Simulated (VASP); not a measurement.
AgCl (Chlorargyrite):

```
CELL_PARAMETERS angstrom
0.00000 2.73500 2.73500
2.73500 0.00000 2.73500
2.73500 2.73500 0.00000
ATOMIC_POSITIONS crystal
Ag 0.00000 0.00000 0.00000
Cl 0.50000 0.50000 0.50000
```

Base run:

* Program: VASP 6.6.1
* Functional: LDA
* Potentials or basis: VASP PAW LDA potentials, release 64 (Ag, Cl)
* Cutoff: 520 eV
* k mesh: 5 × 5 × 5
* Occupations: fermi-dirac, width 0.05 eV
* Spin: no spin polarisation

Its results: band gap on the k mesh 0.80 eV, indirect (least direct gap 3.11 eV); pressure -3.7 GPa.

**Question.** The run is repeated on the same cell with these changes: k mesh from 5 × 5 × 5 to 8 × 8 × 8. What comes out?

**Answer.** Band gap on the k mesh 0.64 eV, indirect (least direct gap 3.11 eV); pressure -3.8 GPa.

A k mesh can miss the band edges.
